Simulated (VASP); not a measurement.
A run of VASP 6.6.1 is set up as follows.

Contents of INCAR:

```
SYSTEM = RbBr
ALGO = Normal
EDIFF = 1E-6
ENCUT = 500
GGA = PE
GGA_COMPAT = .False.
ISIF = 2
ISMEAR = 1
LASPH = .True.
LCHARG = .False.
LREAL = .False.
LWAVE = .False.
NBANDS = 15
NELM = 120
PREC = Accurate
SIGMA = 0.001
```

KPOINTS

```
k-points
0
Gamma
  4 4 4
  0 0 0
```

The input POSCAR:

```
RbBr
1.0
    4.1242532581      0.0000000000      0.0000000000
    0.0000000000      4.1242532581      0.0000000000
    0.0000000000      0.0000000000      4.1242532581
Rb Br
1 1
Direct
    0.0000000000      0.0000000000      0.0000000000
    0.5000000000      0.5000000000      0.5000000000
```

Potentials or basis: VASP PAW PBE potentials, release 64 (Rb_sv, Br).

The run is started by

```console
$ cat potpaw_PBE.64/Rb_sv/POTCAR potpaw_PBE.64/Br/POTCAR > POTCAR
$ mpirun -np 1 vasp_std > vasp.out
```

Q: Predict the pressure.

A: 0.9 GPa.

Q: Estimate the band gap on the k mesh.

A: 4.08 eV, indirect (least direct gap 4.24 eV).

A k mesh can miss the band edges.
